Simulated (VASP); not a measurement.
# PtSe2 (P-1) in VASP: further runs

The runs below take PtSe2 through single point, with PBE+D3(BJ).

All numbers are computed with VASP 6.6.1; they aren't measurements. Logs are shortened: lines on timing, memory, paths and dates and some standing lists are left out, and cuts for length are marked.

### Step 1. The cell of the first run

The typed cell holds 6 atoms: a = 3.724 Å, b = 3.724 Å, c = 10.233 Å, α = 85.83°, β = 81.63°, γ = 60.00°.

### Step 2. Single point, PBE+D3(BJ)

The input, INCAR:

```
  PREC = Accurate
  ENCUT = 520
  EDIFF = 1E-6
  ISMEAR = 0
  SIGMA = 0.15
  LREAL = False
  LASPH = True
  NELM = 60
  ALGO = Fast
  ISIF = 2
  LWAVE = False
  LCHARG = False
  GGA = PE
  IVDW = 12
  NBANDS = 31
```

The input, KPOINTS:

```
regular mesh
0
Gamma
  14 14 5
```

The input, POSCAR:

```
PtSe2
1.0
   -3.7240006046      0.0000000000      0.0000000000
   -1.8620003023     -3.2250791273      0.0000000000
   -1.4896002418      0.0000000000     10.1240000000
Pt Se
2 4
Direct
   -0.3000000000      0.0000000000      0.7500000000
   -0.1000000000      0.0000000000      0.2500000000
   -0.0166666667      0.3333333333      0.8750000000
    0.1833333333      0.3333333333      0.3750000000
    0.6166666667      0.6666666667      0.1250000000
    0.4166666667      0.6666666667      0.6250000000
```

Potentials or basis: VASP PAW PBE potentials, release 64 (Pt, Se).

On the command line:

```console
$ cat potpaw_PBE.64/Pt/POTCAR potpaw_PBE.64/Se/POTCAR > POTCAR
$ mpirun -np 1 vasp_std > vasp.out
```

OUTCAR:

```text
PREC = Accurate
   ENCUT = 520
   EDIFF = 1E-6
   ISMEAR = 0
   LREAL = False
   LASPH = True
   NELM = 60
   ISIF = 2
   GGA = PE
   IVDW = 12
 IVDW          = 12

 ion  position               nearest neighbor table
   1  0.700  0.000  0.750-   3 2.49   6 2.49   6 2.49   3 2.49   6 2.49   3 2.49
   2  0.900  0.000  0.250-   4 2.49   5 2.49   5 2.49   4 2.49   5 2.49   4 2.49
   3  0.983  0.333  0.875-   1 2.49   1 2.49   1 2.49   5 2.77
   4  0.183  0.333  0.375-   2 2.49   2 2.49   2 2.49
   5  0.617  0.667  0.125-   2 2.49   2 2.49   2 2.49   3 2.77
   6  0.417  0.667  0.625-   1 2.49   1 2.49   1 2.49

  LATTYP: Found a base centered monoclinic cell.
 ALAT       =     3.7240006046
 B/A-ratio  =     1.7320508076
 C/A-ratio  =     2.7478512721
 COS(beta)  =    -0.1455682860

  Lattice vectors:

 A1 = (   1.8620003023,  -3.2250791273,   0.0000000000)
 A2 = (   1.8620003023,   3.2250791273,   0.0000000000)
 A3 = (  -1.4896002418,   0.0000000000,  10.1240000000)

Analysis of symmetry for initial positions (statically):
=====================================================================
 Subroutine PRICEL returns:
 Original cell was already a primitive cell.

 Routine SETGRP: Setting up the symmetry group for a
 base centered monoclinic supercell.

 Subroutine GETGRP returns: Found  2 space group operations
 (whereof  1 operations were pure point group operations)
 out of a pool of  4 trial point group operations.

The static configuration has the point symmetry C_1 .
 The point group associated with its full space group is S_2 .

Analysis of symmetry for dynamics (positions and initial velocities):
=====================================================================
 Subroutine PRICEL returns:
 Original cell was already a primitive cell.

 Routine SETGRP: Setting up the symmetry group for a
 base centered monoclinic supercell.

 Subroutine GETGRP returns: Found  2 space group operations
 (whereof  1 operations were pure point group operations)
 out of a pool of  4 trial point group operations.

The dynamic configuration has the point symmetry C_1 .
 The point group associated with its full space group is S_2 .

 Subroutine INISYM returns: Found  2 space group operations
 (whereof  1 operations are pure point group operations),
 and found     1 'primitive' translations

----------------------------------------------------------------------------------------

                                     Primitive cell

  volume of cell :     121.5912

  direct lattice vectors                    reciprocal lattice vectors
    -3.724000605  0.000000000  0.000000000    -0.268528420  0.155034956 -0.039510075
[... 103 lines left out ...]
   TEBEG  =    0.0;   TEEND  =   0.0 temperature during run
   PSTRESS=    0.0 pullay stress
   NELECT =      44.0000    total number of electrons
   NUPDOWN=      -1.0000    fix difference up-down
   EMIN   =  10.00;   EMAX   =-10.00  energy-range for DOS
   EFERMI =   0.00;   METHOD = LEGACY
   ISMEAR =     0;   SIGMA  =   0.15  broadening in eV -4-tet -1-fermi 0-gaus
   EFERMI_NEDOS =   21; number of points for ismear=-14 and -15
   IALGO  =     68    algorithm
   IMIX   =      4    mixing-type and parameters
     AMIX     =   0.40;   BMIX     =  1.00
     AMIX_MAG =   1.60;   BMIX_MAG =  1.00
  volume/ion in A,a.u.               =      20.27       136.76
  Fermi-wavevector in a.u.,A,eV,Ry     =   1.166608  2.204570 18.517180  1.360974
  Thomas-Fermi vector in A             =   2.303119
   LORBIT       =      0    0 simple, 1 ext, 2 COOP (PROOUT), +10 PAW based schemes
   GGA     = PE    functional components
   LHFCALC =     F    Hartree Fock is set to
   AEXX    =    0.0000 exact exchange contribution
   IVDW    =    12    specifies the selected vdW correction
   LEPSILON=     F    determine dielectric tensor
   LRPA    =     F    only Hartree local field effects (RPA)
 non-spin polarized calculation
 RMM-DIIS sequential band-by-band and
 Gauss-broadening in eV      SIGMA  =   0.15
  energy-cutoff  :      520.00
  volume of cell :      121.59
 maximum number of plane-waves:      3296
   NGX = 13   NGY = 13   NGZ = 37

 number of electron      43.9999999 magnetization

 Free energy of the ion-electron system (eV)
  ---------------------------------------------------
  ext. energy  EPLUGINS =         0.00000000
  ---------------------------------------------------
  free energy    TOTEN  =       -28.05244537 eV

  energy without entropy =      -28.03364347  energy(sigma->0) =      -28.04304442

 E-fermi :   6.6348     XC(G=0): -10.6117

 val. band max:        6.6338436499   @ k =   0.4286  -0.3571  -0.2000
 cond. band min:       6.6348328320   @ k =  -0.2857   0.2857  -0.2000
 fundamental gap:      0.0009891821
 Fermi energy:         6.6347537968

 k-point     1 :       0.0000    0.0000    0.0000
  band No.  band energies     occupation
      1      -9.2445      2.00000
      2      -8.5726      2.00000
      3      -7.5687      2.00000
      4      -6.3053      2.00000
      5      -0.8405      2.00000
      6       0.0975      2.00000
[... 805 lines left out ...]
     30      13.1180      0.00000
     31      13.7959      0.00000

 [... further k-points ...]

------------------------ aborting loop because EDIFF is reached ----------------------------------------

 Edisp (eV)   -2.85828

 E8    (eV) :    -1.2256

  FORCE on cell =-STRESS in cart. coord.  units (eV):
  Direction    XX          YY          ZZ          XY          YZ          ZX
  --------------------------------------------------------------------------------------
  -------------------------------------------------------------------------------------
  Total       4.38284     3.29849     4.27850    -0.49030    -1.52546     0.78025
  in kB      57.75159    43.46333    56.37670    -6.46052   -20.10057    10.28120
  external pressure =       52.53 kB  Pullay stress =        0.00 kB

 VOLUME and BASIS-vectors are now :
 -----------------------------------------------------------------------------
  energy-cutoff  :      520.00
  volume of cell :      121.59
      direct lattice vectors                 reciprocal lattice vectors
    -3.724000605  0.000000000  0.000000000    -0.268528420  0.155034956 -0.039510075
    -1.862000302 -3.225079127  0.000000000     0.000000000 -0.310069912  0.000000000
    -1.489600242  0.000000000 10.124000000     0.000000000  0.000000000  0.098775188

 POSITION                                       TOTAL-FORCE (eV/Angst)
 -----------------------------------------------------------------------------------
     -3.72400      0.00000      7.59300         0.072037     -0.057332     -0.223856
     -3.72400      0.00000      2.53100        -0.072037      0.057332      0.223856
     -5.58600     -1.07503      8.85850        -0.215406      0.264641      0.052892
     -1.86200     -1.07503      3.79650         0.070113     -0.145927      0.643842
     -3.72400     -2.15005      1.26550         0.215406     -0.264641     -0.052892
     -3.72400     -2.15005      6.32750        -0.070113      0.145927     -0.643842
 -----------------------------------------------------------------------------------
    total drift:                               -0.000010     -0.000001     -0.000006

  FREE ENERGIE OF THE ION-ELECTRON SYSTEM (eV)
  ---------------------------------------------------
  free  energy   TOTEN  =       -30.9107243008 eV

  energy  without entropy=      -30.8919224032  energy(sigma->0) =      -30.90132335
```

OSZICAR:

```text
N       E                     dE             d eps       ncg     rms          rms(c)
DAV:   1     0.247529422485E+03    0.24753E+03   -0.20158E+04 30504   0.127E+03
DAV:   2    -0.145770928027E+02   -0.26211E+03   -0.25072E+03 36336   0.244E+02
DAV:   3    -0.293019013600E+02   -0.14725E+02   -0.14414E+02 37223   0.564E+01
DAV:   4    -0.294988716566E+02   -0.19697E+00   -0.19671E+00 35537   0.714E+00
DAV:   5    -0.295017770238E+02   -0.29054E-02   -0.29046E-02 37451   0.836E-01    0.188E+01
RMM:   6    -0.284630312490E+02    0.10387E+01   -0.69785E+00 30521   0.118E+01    0.115E+01
RMM:   7    -0.281152526007E+02    0.34778E+00   -0.10898E+00 30547   0.518E+00    0.540E+00
RMM:   8    -0.280547635554E+02    0.60489E-01   -0.95221E-02 31923   0.177E+00    0.669E-01
RMM:   9    -0.280520652400E+02    0.26983E-02   -0.27609E-02 34153   0.804E-01    0.204E-01
RMM:  10    -0.280523672572E+02   -0.30202E-03   -0.37334E-03 34439   0.338E-01    0.981E-02
RMM:  11    -0.280524671731E+02   -0.99916E-04   -0.13463E-03 35248   0.166E-01    0.571E-02
RMM:  12    -0.280524430595E+02    0.24114E-04   -0.23813E-04 34833   0.771E-02    0.231E-02
RMM:  13    -0.280524456237E+02   -0.25641E-05   -0.46017E-05 36844   0.287E-02    0.933E-03
RMM:  14    -0.280524453710E+02    0.25262E-06   -0.67322E-06 32216   0.124E-02
   1 F= -.30910724E+02 E0= -.30901323E+02  d E =-.188019E-01
```

Run time: 27 min. Hardware: 1 thread of AMD EPYC 9755, shared host; peak memory 1.4 GiB.

What came out:

- Free energy: -30.9107 eV
- Pressure: 5.3 GPa
- Largest force: 0.664 eV/Å
- Band gap on the k mesh: zero (bands 22 and 23 overlap by 0.71 eV)
- Dispersion energy per atom: -0.476 eV

Forces in eV/Å, atoms in the order of the input:
```
Pt   0.072 -0.057 -0.224
Pt  -0.072  0.057  0.224
Se  -0.215  0.265  0.053
Se   0.070 -0.146  0.644
Se   0.215 -0.265 -0.053
Se  -0.070  0.146 -0.644
```

Caveat: the cell stands under pressure; spin-orbit coupling is left out, which moves the levels of the heavy elements.

### Step 3. Single point, PBE+D3(BJ)

The input, INCAR:

```
PREC = Accurate ; ENCUT = 520
EDIFF = 1E-6 ; ISMEAR = 0
SIGMA = 0.15 ; LREAL = F
LASPH = T ; NELM = 60
ALGO = Fast ; ISIF = 2
LWAVE = F ; LCHARG = F
GGA = PE ; IVDW = 12
NBANDS = 31
```

KPOINTS is that of step 2.

The input, POSCAR:

```
PtSe2
1.0
   -3.7240006046      0.0000000000      0.0000000000
   -1.8620003023     -3.2250791273      0.0000000000
   -1.1172001814      0.0000000000     10.1240000000
Pt Se
2 4
Direct
   -0.2250000000      0.0000000000      0.7500000000
   -0.0750000000      0.0000000000      0.2500000000
    0.0708333333      0.3333333333      0.8750000000
    0.2208333333      0.3333333333      0.3750000000
    0.6291666667      0.6666666667      0.1250000000
    0.4791666667      0.6666666667      0.6250000000
```

Potentials or basis: VASP PAW PBE potentials, release 64 (Pt, Se).

On the command line:

```console
$ cat potpaw_PBE.64/Pt/POTCAR potpaw_PBE.64/Se/POTCAR > POTCAR
$ mpirun -np 1 vasp_std > vasp.out
```

Run time: 41 min. Hardware: 1 thread of Oxide Virtual Turin-like, shared host; peak memory 1.4 GiB.

Results (log left out):

- Free energy: -31.0162 eV
- Pressure: 4.7 GPa
- Largest force: 0.650 eV/Å
- Band gap on the k mesh: zero (bands 22 and 23 overlap by 0.60 eV)
- Dispersion energy per atom: -0.477 eV

Forces on the atoms (eV/Å):
```
Pt   0.108 -0.052 -0.142
Pt  -0.108  0.052  0.142
Se  -0.313  0.188  0.219
Se   0.104 -0.110  0.633
Se   0.313 -0.188 -0.219
Se  -0.104  0.110 -0.633
```

Stress tensor (GPa, compression positive):
```
 5.42 -0.98  1.52
-0.98  4.23 -1.39
 1.52 -1.39  4.47
```

Levels at points of the mesh, in eV from the Fermi level:
```tsv
k point	band 20	band 21	band 22	band 23	band 24	band 25
(0.00, 0.00, 0.00)	-1.35	-1.07	0.47	1.37	1.78	1.90
(0.50, 0.00, 0.00)	-2.95	-2.93	-1.67	0.64	1.04	1.91
(0.50, 0.50, 0.00)	-3.11	-2.79	-1.59	0.97	0.98	1.28
(0.00, 0.50, 0.00)	-3.22	-2.81	-1.07	0.72	1.27	1.52
```

Caveat: the cell stands under pressure; spin-orbit coupling is left out, which moves the levels of the heavy elements.
